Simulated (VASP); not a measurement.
Here is a VASP 6.6.1 calculation.

File INCAR:

```
SYSTEM = Ag
  ALGO = Normal
  EDIFF = 1E-8
  ENCUT = 520
  GGA = RP
  ISIF = 2
  ISMEAR = -1
  ISYM = 0
  LASPH = .True.
  LCHARG = .False.
  LEFG = .True.
  LREAL = .False.
  LWAVE = .False.
  NBANDS = 18
  NELM = 80
  PREC = Accurate
  SIGMA = 0.05
```

The input KPOINTS:

```
Automatic mesh
0
Gamma
  12 12 7
  0.5 0.5 0.5
```

File POSCAR:

```
Ag
1.0
    2.9222991408      0.0000000000      0.0000000000
   -1.4611495704      2.5307852934      0.0000000000
    0.0000000000      0.0000000000      4.7016618100
Ag
2
Direct
    0.2533333333      0.6266666667      0.1900000000
    0.7466666667      0.3733333333      0.8100000000
```

Potentials or basis: VASP PAW PBE potentials, release 64 (Ag).

Launch:

```console
$ cat potpaw_PBE.64/Ag/POTCAR > POTCAR
$ mpirun -np 1 vasp_std > vasp.out
```

Task: What does it give for the pressure?

Result: 35.5 GPa.

Task: What does it give for the band gap on the k mesh?

Result: Zero (bands 11 and 12 overlap by 5.81 eV).

Task: What does it give for the largest force?

Result: 8.242 eV/Å.

Forces in eV/Å, atoms in the order of the input:
```
Ag   2.742  1.583  7.609
Ag  -2.742 -1.583 -7.609
```

Caveat: the stress differs along the axes, from 19 to 57 GPa; without QUAD_EFG the Cq values of the log hold for a quadrupole moment of 1 mb, not for the nuclei; the PAW data sets were made with another functional, which shifts forces and pressure a little.
